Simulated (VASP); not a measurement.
# TaAs (I4_1md) in VASP: single point with PBE

Aim: the single point of TaAs with PBE.

Program: VASP 6.6.1. These are calculated values, not measurements. Logs are shortened: lines on timing, memory, paths and dates and some standing lists are left out, and cuts for length are marked.

### Step 1. The cell of the first run

The structure is tetragonal, space group I4_1md (No. 109). Conventional cell: a = 3.324 Å, b = 3.324 Å, c = 10.796 Å, α = 90.00°, β = 90.00°, γ = 90.00°. Within 3.4 Å of Ta (site symmetry 2mm) lie 6 As at 2.46 to 2.51 Å and 8 Ta at 3.17 to 3.32 Å. Within 3.4 Å of As (site symmetry 2mm) lie 6 Ta at 2.46 to 2.51 Å and 8 As at 3.17 to 3.32 Å.

### Step 2. Single point, PBE (strain -0.040 along x and y, -0.080 along z)

The input, INCAR:

```
SYSTEM = TaAs
PREC = Accurate
ENCUT = 520
EDIFF = 1E-7
ISMEAR = 0
SIGMA = 0.15
LREAL = .False.
LASPH = .True.
NELM = 100
ALGO = Normal
ISIF = 2
LWAVE = .False.
LCHARG = .True.
GGA = PE
LELF = .True.
LVHAR = .True.
NBANDS = 24
```

The input, KPOINTS:

```
Automatic mesh
0
Gamma
  20 20 20
  0 0 0
```

The input, POSCAR:

```
TaAs
1.0
   -1.6621906417      1.6621906417      5.3979104317
    1.6621906417     -1.6621906417      5.3979104317
    1.6621906417      1.6621906417     -5.3979104317
Ta As
2 2
Direct
    0.5001741996      0.0001741996      0.5000000000
    0.7501741996      0.7501741996      0.0000000000
    0.0824252204      0.5824252204      0.5000000000
    0.3324252204      0.3324252204      0.0000000000
```

Potentials or basis: VASP PAW PBE potentials, release 64 (Ta_pv, As).

Launch:

```sh
cat potpaw_PBE.64/Ta_pv/POTCAR potpaw_PBE.64/As/POTCAR > POTCAR
mpirun -np 1 vasp_std > vasp.out
```

OUTCAR:

```text
SYSTEM = TaAs
   PREC = Accurate
   ENCUT = 520
   EDIFF = 1E-7
   ISMEAR = 0
   LREAL = .False.
   LASPH = .True.
   NELM = 100
   ISIF = 2
   GGA = PE

 ion  position               nearest neighbor table
   1  0.500  0.000  0.500-   4 2.46   4 2.46   3 2.51   3 2.51   3 2.51   3 2.51   2 3.17   2 3.17
                             2 3.17   2 3.17
   2  0.750  0.750  0.000-   3 2.46   3 2.46   4 2.51   4 2.51   4 2.51   4 2.51   1 3.17   1 3.17
                             1 3.17   1 3.17
   3  0.082  0.582  0.500-   2 2.46   2 2.46   1 2.51   1 2.51   1 2.51   1 2.51
   4  0.332  0.332  0.000-   1 2.46   1 2.46   2 2.51   2 2.51   2 2.51   2 2.51

  LATTYP: Found a body centered tetragonal cell.
 ALAT       =     3.3243812834
 C/A-ratio  =     3.2474677069

  Lattice vectors:

 A1 = (  -1.6621906417,   1.6621906417,   5.3979104317)
 A2 = (   1.6621906417,  -1.6621906417,   5.3979104317)
 A3 = (   1.6621906417,   1.6621906417,  -5.3979104317)

Analysis of symmetry for initial positions (statically):
=====================================================================
 Subroutine PRICEL returns:
 Original cell was already a primitive cell.

 Routine SETGRP: Setting up the symmetry group for a
 body centered tetragonal supercell.

 Subroutine GETGRP returns: Found  8 space group operations
 (whereof  4 operations were pure point group operations)
 out of a pool of 16 trial point group operations.

The static configuration has the point symmetry C_2v.
 The point group associated with its full space group is C_4v.

Analysis of symmetry for dynamics (positions and initial velocities):
=====================================================================
 Subroutine PRICEL returns:
 Original cell was already a primitive cell.

 Routine SETGRP: Setting up the symmetry group for a
 body centered tetragonal supercell.

 Subroutine GETGRP returns: Found  8 space group operations
 (whereof  4 operations were pure point group operations)
 out of a pool of 16 trial point group operations.

The dynamic configuration has the point symmetry C_2v.
 The point group associated with its full space group is C_4v.

 Subroutine INISYM returns: Found  8 space group operations
 (whereof  4 operations are pure point group operations),
 and found     1 'primitive' translations

----------------------------------------------------------------------------------------

                                     Primitive cell

  volume of cell :      59.6551

  direct lattice vectors                    reciprocal lattice vectors
    -1.662190642  1.662190642  5.397910432     0.000000000  0.300807854  0.092628436
     1.662190642 -1.662190642  5.397910432     0.300807854  0.000000000  0.092628436
     1.662190642  1.662190642 -5.397910432     0.300807854  0.300807854  0.000000000

  length of vectors
     5.887545540  5.887545540  5.887545540     0.314746552  0.314746552  0.425406547

  position of ions in fractional coordinates (direct lattice)
     0.500174200  0.000174200  0.500000000
     0.750174200  0.750174200  0.000000000
     0.082425220  0.582425220  0.500000000
     0.332425220  0.332425220  0.000000000

  ion indices of the primitive-cell ions
   primitive index   ion index
                 1           1
                 2           2
                 3           3
                 4           4

----------------------------------------------------------------------------------------

 KPOINTS: Automatic mesh

Automatic generation of k-mesh.
 Grid dimensions read from file:
 generate k-points for:   20   20   20

 Generating k-lattice:

  Cartesian coordinates                     Fractional coordinates (reciprocal lattice)
     0.000000000  0.015040393  0.004631422     0.050000000  0.000000000  0.000000000
     0.015040393  0.000000000  0.004631422     0.000000000  0.050000000  0.000000000
     0.015040393  0.015040393  0.000000000     0.000000000  0.000000000  0.050000000

  Length of vectors
     0.015737328  0.015737328  0.021270327

  Shift w.r.t. Gamma in fractional coordinates (k-lattice)
     0.000000000  0.000000000  0.000000000

 Subroutine IBZKPT returns following result:
 ===========================================

 Found    641 irreducible k-points:

 Following reciprocal coordinates:
            Coordinates               Weight
  0.000000  0.000000  0.000000      1.000000
  0.050000 -0.000000  0.000000      8.000000
  0.100000 -0.000000  0.000000      8.000000
  0.150000 -0.000000  0.000000      8.000000
  0.200000 -0.000000  0.000000      8.000000
  0.250000  0.000000  0.000000      8.000000
[... 16 lines left out ...]
 -0.400000  0.050000  0.000000     16.000000
 -0.350000  0.050000  0.000000     16.000000
 [... further k-points ...]
   k-points           NKPTS =    641   k-points in BZ     NKDIM =    641   number of bands    NBANDS=     24
   number of dos      NEDOS =    301   number of ions     NIONS =      4
   total plane-waves  NPLWV = 110592
   dimension x,y,z NGX =    48 NGY =   48 NGZ =   48
   dimension x,y,z NGXF=    96 NGYF=   96 NGZF=   96
   ions per type =               2   2
   NGX,Y,Z   is equivalent  to a cutoff of  13.55, 13.55, 13.55 a.u.
   NGXF,Y,Z  is equivalent  to a cutoff of  27.11, 27.11, 27.11 a.u.
 SYSTEM =  TaAs
   PREC   = accura    normal or accurate (medium, high low for compatibility)
   ISTART =      0    job   : 0-new  1-cont  2-samecut
   ICHARG =      2    charge: 1-file 2-atom 10-const
   ISPIN  =      1    spin polarized calculation?
   LNONCOLLINEAR =      F non collinear calculations
   LSORBIT =      F    spin-orbit coupling
   LASPH  =      T    aspherical Exc in radial PAW
   ENCUT  =  520.0 eV  38.22 Ry    6.18 a.u.  10.95 10.95 10.95*2*pi/ulx,y,z
   NELM   =    100;   NELMIN=  2; NELMDL= -5     # of ELM steps
   EDIFF  = 0.1E-06   stopping-criterion for ELM
   LREAL  =      F    real-space projection
   EDIFFG = 0.1E-05   stopping-criterion for IOM
   NSW    =      0    number of steps for IOM
   IBRION =     -1    ionic relax: 0-MD 1-quasi-New 2-CG
   NFREE  =      0    steps in history (QN), initial steepest desc. (CG)
   ISIF   =      2    stress and relaxation
   ISYM   =      2    0-nonsym 1-usesym 2-fastsym
   POTIM  = 0.5000    time-step for ionic-motion
   TEBEG  =    0.0;   TEEND  =   0.0 temperature during run
   PSTRESS=    0.0 pullay stress
   NELECT =      32.0000    total number of electrons
   NUPDOWN=      -1.0000    fix difference up-down
   EMIN   =  10.00;   EMAX   =-10.00  energy-range for DOS
   EFERMI =   0.00;   METHOD = LEGACY
   ISMEAR =     0;   SIGMA  =   0.15  broadening in eV -4-tet -1-fermi 0-gaus
   EFERMI_NEDOS =   21; number of points for ismear=-14 and -15
   IALGO  =     38    algorithm
   IMIX   =      4    mixing-type and parameters
     AMIX     =   0.40;   BMIX     =  1.00
     AMIX_MAG =   1.60;   BMIX_MAG =  1.00
  volume/ion in A,a.u.               =      14.91       100.64
  Fermi-wavevector in a.u.,A,eV,Ry     =   1.330176  2.513668 24.073709  1.769368
  Thomas-Fermi vector in A             =   2.459282
   LORBIT       =      0    0 simple, 1 ext, 2 COOP (PROOUT), +10 PAW based schemes
   GGA     = PE    functional components
   LHFCALC =     F    Hartree Fock is set to
   AEXX    =    0.0000 exact exchange contribution
   IVDW    =     0    specifies the selected vdW correction
   LEPSILON=     F    determine dielectric tensor
   LRPA    =     F    only Hartree local field effects (RPA)
 non-spin polarized calculation
 Gauss-broadening in eV      SIGMA  =   0.15
  energy-cutoff  :      520.00
  volume of cell :       59.66
 maximum number of plane-waves:      1628
 NGX is ok and might be reduce to    48
   NGX = 21   NGY = 21   NGZ = 21

 number of electron      32.0000000 magnetization

 Free energy of the ion-electron system (eV)
  ---------------------------------------------------
  ext. energy  EPLUGINS =         0.00000000
  ---------------------------------------------------
  free energy    TOTEN  =       -33.86445081 eV

  energy without entropy =      -33.86083488  energy(sigma->0) =      -33.86264284

 E-fermi :   8.5664     XC(G=0): -12.6800

 val. band max:        8.5600283358   @ k =  -0.1000  -0.4000   0.1000
 cond. band min:       8.5668018125   @ k =  -0.0500  -0.4000   0.0500
 fundamental gap:      0.0067734767
 Fermi energy:         8.5663717583

 k-point     1 :       0.0000    0.0000    0.0000
  band No.  band energies     occupation
      1     -26.1651      2.00000
      2     -26.0184      2.00000
      3     -26.0184      2.00000
      4     -25.7914      2.00000
      5     -25.7914      2.00000
      6     -25.6596      2.00000
[... 16 lines left out ...]
     23      13.4633      0.00000
     24      13.4633      0.00000

 k-point     2 :       0.0500   -0.0000    0.0000
  band No.  band energies     occupation
      1     -26.1627      2.00000
      2     -26.0249      2.00000
      3     -26.0178      2.00000
      4     -25.7977      2.00000
      5     -25.7905      2.00000
      6     -25.6605      2.00000
[... 16 lines left out ...]
     23      13.3123      0.00000
     24      13.6068      0.00000

 k-point     3 :       0.1000   -0.0000    0.0000
  band No.  band energies     occupation
      1     -26.1561      2.00000
      2     -26.0430      2.00000
      3     -26.0161      2.00000
      4     -25.8156      2.00000
      5     -25.7881      2.00000
      6     -25.6634      2.00000
[... 16 lines left out ...]
     23      13.3806      0.00000
     24      13.9962      0.00000
[... 514 lines left out ...]
 k-point    23 :      -0.4000    0.0500    0.0000
  band No.  band energies     occupation
      1     -26.2879      2.00000
      2     -26.0655      2.00000
      3     -26.0023      2.00000
      4     -25.9551      2.00000
      5     -25.7675      2.00000
      6     -25.7241      2.00000
[... 16 lines left out ...]
     23      14.0085      0.00000
     24      16.0243      0.00000

 k-point    24 :      -0.3500    0.0500    0.0000
  band No.  band energies     occupation
      1     -26.2582      2.00000
      2     -26.0633      2.00000
      3     -26.0043      2.00000
      4     -25.9545      2.00000
      5     -25.7709      2.00000
      6     -25.7097      2.00000
[... 16 lines left out ...]
     23      14.2007      0.00000
     24      16.0870      0.00000

 [... further k-points ...]

------------------------ aborting loop because EDIFF is reached ----------------------------------------

  FORCE on cell =-STRESS in cart. coord.  units (eV):
  Direction    XX          YY          ZZ          XY          YZ          ZX
  --------------------------------------------------------------------------------------
  -------------------------------------------------------------------------------------
  Total       14.9390052     14.9390052     17.0438062      0.0000000      0.0000000      0.0000000
  in kB      401.2221778    401.2221778    457.7515665      0.0000000      0.0000000      0.0000000
  external PRESSURE =     420.0653074 kB  Pullay stress =       0.0000000 kB

 VOLUME and BASIS-vectors are now :
 -----------------------------------------------------------------------------
  energy-cutoff  :      520.00
  volume of cell :       59.66
      direct lattice vectors                 reciprocal lattice vectors
    -1.662190642  1.662190642  5.397910432     0.000000000  0.300807854  0.092628436
     1.662190642 -1.662190642  5.397910432     0.300807854  0.000000000  0.092628436
     1.662190642  1.662190642 -5.397910432     0.300807854  0.300807854  0.000000000

 POSITION                                       TOTAL-FORCE (eV/Angst)
 -----------------------------------------------------------------------------------
      0.00000      1.66219      0.00188        -0.000000      0.000000      0.697145
      0.00000      0.00000      8.09875         0.000000     -0.000000      0.697145
      1.66219      0.00000      0.88985         0.000000      0.000000     -0.697145
      0.00000      0.00000      3.58880        -0.000000     -0.000000     -0.697145
 -----------------------------------------------------------------------------------
    total drift:                               -0.000000     -0.000000      0.000878

  FREE ENERGIE OF THE ION-ELECTRON SYSTEM (eV)
  ---------------------------------------------------
  free  energy   TOTEN  =       -33.8644508125 eV

  energy  without entropy=      -33.8608348757  energy(sigma->0) =      -33.86264284
```

Run time: 36 min. Hardware: 1 thread of Intel Xeon Platinum 8259CL at 2.50GHz (Skylake/Cascade Lake), shared host; peak memory 0.96 GiB.

Results:

| Item | Value |
| --- | --- |
| Free energy | -33.8645 eV |
| Pressure | 42.0 GPa |
| Largest force | 0.697 eV/Å |
| Band gap on the k mesh | zero (bands 16 and 17 overlap by 0.05 eV) |

Forces on the atoms (eV/Å):
```
Ta   0.000  0.000  0.697
Ta   0.000  0.000  0.697
As   0.000  0.000 -0.697
As   0.000  0.000 -0.697
```

Caveat: the cell differs from its parent crystal (strain -0.040 along x and y, -0.080 along z); the cell stands under pressure; spin-orbit coupling is left out, which moves the levels of the heavy elements.
